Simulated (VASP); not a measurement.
# KF in VASP: settings compared, part 2 of 2

VASP 6.6.1. The steps go on from the part before.

**3. Single point, PBE**

The input, INCAR:

```
PREC = Accurate ; ENCUT = 520
EDIFF = 1E-6 ; ISMEAR = -1
SIGMA = 0.02 ; LREAL = F
LASPH = T ; NELM = 100
ALGO = Normal ; ISIF = 2
LWAVE = F ; LCHARG = T
GGA = PE ; LELF = T
LVHAR = T ; NBANDS = 15
```

The input, KPOINTS:

```
regular mesh
0
Gamma
  8 8 8
```

The input, POSCAR:

```
KF
1.0
    0.0000000000      2.6589605554      2.6589605554
    2.6589605554      0.0000000000      2.6589605554
    2.6589605554      2.6589605554      0.0000000000
K F
1 1
Direct
    0.0000000000      0.0000000000      0.0000000000
    0.5000000000      0.5000000000      0.5000000000
```

Potentials or basis: VASP PAW PBE potentials, release 64 (K_sv, F).

On the command line:

```bash
cat potpaw_PBE.64/K_sv/POTCAR potpaw_PBE.64/F/POTCAR > POTCAR
mpirun -np 1 vasp_std > vasp.out
```

OUTCAR:

```text
PREC = Accurate
   ENCUT = 520
   EDIFF = 1E-6
   ISMEAR = -1
   LREAL = F
   LASPH = T
   NELM = 100
   ISIF = 2
   GGA = PE

 ion  position               nearest neighbor table
   1  0.000  0.000  0.000-   2 2.66   2 2.66   2 2.66   2 2.66   2 2.66   2 2.66
   2  0.500  0.500  0.500-   1 2.66   1 2.66   1 2.66   1 2.66   1 2.66   1 2.66

  LATTYP: Found a face centered cubic cell.
 ALAT       =     5.3179211108

  Lattice vectors:

 A1 = (   0.0000000000,   2.6589605554,   2.6589605554)
 A2 = (   2.6589605554,   0.0000000000,   2.6589605554)
 A3 = (   2.6589605554,   2.6589605554,   0.0000000000)

Analysis of symmetry for initial positions (statically):
=====================================================================
 Subroutine PRICEL returns:
 Original cell was already a primitive cell.

 Routine SETGRP: Setting up the symmetry group for a
 face centered cubic supercell.

 Subroutine GETGRP returns: Found 48 space group operations
 (whereof 48 operations were pure point group operations)
 out of a pool of 48 trial point group operations.

The static configuration has the point symmetry O_h .

Analysis of symmetry for dynamics (positions and initial velocities):
=====================================================================
 Subroutine PRICEL returns:
 Original cell was already a primitive cell.

 Routine SETGRP: Setting up the symmetry group for a
 face centered cubic supercell.

 Subroutine GETGRP returns: Found 48 space group operations
 (whereof 48 operations were pure point group operations)
 out of a pool of 48 trial point group operations.

The dynamic configuration has the point symmetry O_h .

 Subroutine INISYM returns: Found 48 space group operations
 (whereof 48 operations are pure point group operations),
 and found     1 'primitive' translations

----------------------------------------------------------------------------------------
[... 115 lines left out ...]
  Fermi-wavevector in a.u.,A,eV,Ry     =   1.231382  2.326975 20.630549  1.516303
  Thomas-Fermi vector in A             =   2.366194
   LORBIT       =      0    0 simple, 1 ext, 2 COOP (PROOUT), +10 PAW based schemes
   GGA     = PE    functional components
   LHFCALC =     F    Hartree Fock is set to
   AEXX    =    0.0000 exact exchange contribution
   IVDW    =     0    specifies the selected vdW correction
   LEPSILON=     F    determine dielectric tensor
   LRPA    =     F    only Hartree local field effects (RPA)
 non-spin polarized calculation
  energy-cutoff  :      520.00
  volume of cell :       37.60
 maximum number of plane-waves:      1036
   NGX = 13   NGY = 13   NGZ = 13

 number of electron      16.0000010 magnetization

 Free energy of the ion-electron system (eV)
  ---------------------------------------------------
  ext. energy  EPLUGINS =         0.00000000
  ---------------------------------------------------
  free energy    TOTEN  =        -8.28359285 eV

  energy without entropy =       -8.28359285  energy(sigma->0) =       -8.28359285

 E-fermi :  -2.3218     XC(G=0):  -8.4698

 val. band max:       -2.7652266523   @ k =   0.0000   0.0000   0.0000
 cond. band min:       3.4770618221   @ k =   0.0000   0.0000   0.0000
 fundamental gap:      6.2422884744
 Fermi energy:        -2.3218011331

 k-point     1 :       0.0000    0.0000    0.0000
  band No.  band energies     occupation
      1     -28.8629      2.00000
      2     -21.4291      2.00000
      3     -12.1025      2.00000
      4     -12.1025      2.00000
      5     -12.1025      2.00000
      6      -2.7652      2.00000
      7      -2.7652      2.00000
      8      -2.7652      2.00000
      9       3.4771      0.00000
     10       7.9543      0.00000
     11       7.9543      0.00000
     12       7.9543      0.00000
     13       9.6455      0.00000
     14       9.6455      0.00000
[... 401 lines left out ...]
      2     -21.5004      2.00000
      3     -12.4350      2.00000
      4     -12.3283      2.00000
      5     -12.1774      2.00000
      6      -3.3448      2.00000
      7      -3.0505      2.00000
      8      -3.0244      2.00000
      9       6.6915      0.00000
     10       7.3983      0.00000
     11       8.9938      0.00000
     12      10.0306      0.00000
     13      11.3038      0.00000
     14      12.3775      0.00000
     15      12.6571      0.00000

 [... further k-points ...]
[... 5 lines left out ...]
  --------------------------------------------------------------------------------------
  -------------------------------------------------------------------------------------
  Total        0.4612098      0.4612098      0.4612098      0.0000000      0.0000000      0.0000000
  in kB       19.6536614     19.6536614     19.6536614      0.0000000      0.0000000      0.0000000
  external PRESSURE =      19.6536614 kB  Pullay stress =       0.0000000 kB

 VOLUME and BASIS-vectors are now :
 -----------------------------------------------------------------------------
  energy-cutoff  :      520.00
  volume of cell :       37.60
      direct lattice vectors                 reciprocal lattice vectors
     0.000000000  2.658960555  2.658960555    -0.188043406  0.188043406  0.188043406
     2.658960555  0.000000000  2.658960555     0.188043406 -0.188043406  0.188043406
     2.658960555  2.658960555  0.000000000     0.188043406  0.188043406 -0.188043406

 POSITION                                       TOTAL-FORCE (eV/Angst)
 -----------------------------------------------------------------------------------
      0.00000      0.00000      0.00000        -0.000000     -0.000000      0.000000
      2.65896      2.65896      2.65896         0.000000      0.000000     -0.000000
 -----------------------------------------------------------------------------------
    total drift:                                0.000000      0.000000      0.000000

  FREE ENERGIE OF THE ION-ELECTRON SYSTEM (eV)
  ---------------------------------------------------
  free  energy   TOTEN  =        -8.2835928469 eV

  energy  without entropy=       -8.2835928469  energy(sigma->0) =       -8.28359285
```

Run time: 12 s. Hardware: 1 thread of AMD EPYC 7R13 (Zen 3), shared host; peak memory 0.13 GiB.

What came out:

| Item | Value |
| --- | --- |
| Free energy | -8.2836 eV |
| Pressure | 2.0 GPa |
| Band gap on the k mesh | 6.24 eV |

Levels at points of the mesh, in eV from the valence-band top:
```tsv
k point	band 4	band 5	band 6	band 7	band 8	band 9	band 10	band 11	band 12	band 13
(0.00, 0.00, 0.00)	-9.34	-9.34	0.00	0.00	0.00	6.24	10.72	10.72	10.72	12.41
(0.50, 0.00, 0.00)	-9.37	-9.37	-0.81	-0.36	-0.36	9.13	10.71	12.14	12.14	14.40
(0.50, 0.50, 0.00)	-9.56	-9.56	-0.21	-0.05	-0.05	8.21	10.38	11.93	13.69	14.32
```

**4. Single point, PBE (strain +1.5%)**

The input, INCAR:

```
  PREC = Accurate
  ENCUT = 520
  EDIFF = 1E-6
  ISMEAR = -1
  SIGMA = 0.02
  LREAL = False
  LASPH = True
  NELM = 80
  ALGO = Normal
  ISIF = 2
  LWAVE = False
  LCHARG = False
  GGA = PE
  NBANDS = 15
```

KPOINTS is that of step 3.

The input, POSCAR:

```
KF
1.0
    0.0000000000      2.6988449637      2.6988449637
    2.6988449637      0.0000000000      2.6988449637
    2.6988449637      2.6988449637      0.0000000000
K F
1 1
Direct
    0.0000000000      0.0000000000      0.0000000000
    0.5000000000      0.5000000000      0.5000000000
```

On the command line:

```bash
cat potpaw_PBE.64/K_sv/POTCAR potpaw_PBE.64/F/POTCAR > POTCAR
mpirun -np 1 vasp_std > vasp.out
```

Run time: 12 s. Hardware: 1 thread of AMD EPYC 7R13 (Zen 3), shared host; peak memory 0.13 GiB.

Results (log left out):

```
Free energy            : -8.2981 eV
Pressure               : 0.4 GPa
Band gap on the k mesh : 6.01 eV
```

Levels at points of the mesh, in eV from the valence-band top:
| k point | band 5 | band 6 | band 7 | band 8 | band 9 | band 10 | band 11 | band 12 |
| --- | --- | --- | --- | --- | --- | --- | --- | --- |
| (0.00, 0.00, 0.00) | -9.49 | 0.00 | 0.00 | 0.00 | 6.01 | 10.59 | 10.59 | 10.59 |
| (0.50, 0.00, 0.00) | -9.53 | -0.76 | -0.32 | -0.32 | 8.94 | 10.38 | 11.93 | 11.93 |
| (0.50, 0.50, 0.00) | -9.69 | -0.23 | -0.06 | -0.06 | 8.17 | 10.14 | 11.57 | 13.45 |

Caveat: the cell differs from its parent crystal (strain +1.5%).

**5. Single point, r2SCAN**

The input, POSCAR:

```
KF
1.0
    0.0000000000      2.6589605554      2.6589605554
    2.6589605554      0.0000000000      2.6589605554
    2.6589605554      2.6589605554      0.0000000000
K F
1 1
Direct
    0.0000000000      0.0000000000      0.0000000000
    0.5000000000      0.5000000000      0.5000000000
```

The input, INCAR.step1:

```
  ALGO = Normal
  EDIFF = 1E-4
  ENCUT = 520
  GGA = PE
  ISMEAR = 0
  LASPH = T
  LCHARG = F
  LREAL = F
  LWAVE = T
  NBANDS = 15
  NELM = 60
  PREC = Accurate
  SIGMA = 0.01
```

The input, INCAR.step2:

```
  ALGO = Normal
  EDIFF = 1E-6
  ENCUT = 520
  ISIF = 2
  ISMEAR = 0
  ISTART = 1
  LASPH = T
  LCHARG = F
  LMIXTAU = T
  LREAL = F
  LWAVE = F
  METAGGA = R2SCAN
  NBANDS = 15
  NELM = 60
  PREC = Accurate
  SIGMA = 0.01
```

The input, KPOINTS:

```
k-points
0
Gamma
  8 8 8
```

On the command line:

```bash
cat potpaw_PBE.64/K_sv/POTCAR potpaw_PBE.64/F/POTCAR > POTCAR
cp INCAR.step1 INCAR
mpirun -np 1 vasp_std > vasp.out
cp INCAR.step2 INCAR
mpirun -np 1 vasp_std > vasp.out
```

Run time: 55 s. Hardware: 1 thread of AMD EPYC 7R13 (Zen 3), shared host; peak memory 0.13 GiB.

It converged, with:

```yaml
Free_energy: -14.9729 eV
Pressure: 0.0 GPa
Band_gap_on_the_k_mesh: 6.91 eV
```

Levels at points of the mesh, in eV from the valence-band top:
```csv
k point,band 4,band 5,band 6,band 7,band 8,band 9,band 10,band 11,band 12,band 13
"(0.00, 0.00, 0.00)",-9.56,-9.56,0.00,0.00,0.00,6.91,11.49,11.49,11.49,13.37
"(0.50, 0.00, 0.00)",-9.59,-9.59,-0.78,-0.35,-0.35,9.74,11.36,12.99,12.99,15.38
"(0.50, 0.50, 0.00)",-9.78,-9.78,-0.20,-0.05,-0.05,8.78,11.31,12.54,14.71,15.22
```

Caveat: the PAW data sets were made with another functional, which shifts forces and pressure a little.

**6. Single point, r2SCAN (strain +1.5%)**

The input, POSCAR:

```
KF
1.0
    0.0000000000      2.6988449637      2.6988449637
    2.6988449637      0.0000000000      2.6988449637
    2.6988449637      2.6988449637      0.0000000000
K F
1 1
Direct
    0.0000000000      0.0000000000      0.0000000000
    0.5000000000      0.5000000000      0.5000000000
```

The input, INCAR.step1:

```
SYSTEM = KF
ALGO = Normal
EDIFF = 1E-4
ENCUT = 520
GGA = PE
ISMEAR = 0
LASPH = .True.
LCHARG = .False.
LREAL = .False.
LWAVE = .True.
NBANDS = 15
NELM = 60
PREC = Accurate
SIGMA = 0.01
```

The input, INCAR.step2:

```
SYSTEM = KF
ALGO = Normal
EDIFF = 1E-7
ENCUT = 520
ISIF = 2
ISMEAR = 0
ISTART = 1
LASPH = .True.
LCHARG = .False.
LMIXTAU = .True.
LREAL = .False.
LWAVE = .False.
METAGGA = R2SCAN
NBANDS = 15
NELM = 60
PREC = Accurate
SIGMA = 0.01
```

The input, KPOINTS:

```
k-points
0
Gamma
  8 8 8
  0 0 0
```

Potentials or basis: VASP PAW PBE potentials, release 64 (K_sv, F).

On the command line:

```bash
cat potpaw_PBE.64/K_sv/POTCAR potpaw_PBE.64/F/POTCAR > POTCAR
cp INCAR.step1 INCAR
mpirun -np 1 vasp_std > vasp.out
cp INCAR.step2 INCAR
mpirun -np 1 vasp_std > vasp.out
```

It took 60 s on 1 thread of AMD EPYC 7R13 (Zen 3), shared host; peak memory 0.13 GiB.

The run converged. Its results:

```
Free energy            : -14.9670 eV
Pressure               : -1.5 GPa
Band gap on the k mesh : 6.67 eV
```

Levels at points of the mesh, in eV from the valence-band top:
```tsv
k point	band 4	band 5	band 6	band 7	band 8	band 9	band 10	band 11	band 12	band 13
(0.00, 0.00, 0.00)	-9.72	-9.72	0.00	0.00	0.00	6.67	11.37	11.37	11.37	13.19
(0.50, 0.00, 0.00)	-9.75	-9.75	-0.73	-0.31	-0.31	9.55	11.02	12.78	12.78	15.09
(0.50, 0.50, 0.00)	-9.91	-9.91	-0.22	-0.06	-0.06	8.74	11.05	12.18	14.47	14.94
```

Caveat: the cell differs from its parent crystal (strain +1.5%); the PAW data sets were made with another functional, which shifts forces and pressure a little. A k mesh can miss the band edges.

**7. Overview**

```tsv
level	cell	k mesh	smearing	gap on the mesh (eV)	pressure (GPa)
PBE	a = 3.760, b = 3.760, c = 3.798 Å, angles 59.7, 59.7, 59.3°, 2 atoms	4 × 4 × 4	gaussian 0.01 eV	6.23	2.0
PBE	a = 3.760 Å, angles 60.0°, 2 atoms	8 × 8 × 8	fermi-dirac 0.02 eV	6.24	2.0
PBE	a = 3.817 Å, angles 60.0°, 2 atoms	8 × 8 × 8	fermi-dirac 0.02 eV	6.01	0.4
r2SCAN	a = 3.760 Å, angles 60.0°, 2 atoms	8 × 8 × 8	gaussian 0.01 eV	6.91	0.0
r2SCAN	a = 3.817 Å, angles 60.0°, 2 atoms	8 × 8 × 8	gaussian 0.01 eV	6.67	-1.5
```

Alike in all rows: task single point; potentials or basis VASP PAW PBE potentials, release 64 (K_sv, F); no spin polarisation; cutoff (eV) 520.

Caveats: some runs use coarse meshes; the PAW data sets were made with another functional, which shifts forces and pressure a little (at least some runs).

Total energies depend on the potentials used, so only differences within one code and one set of settings carry meaning.
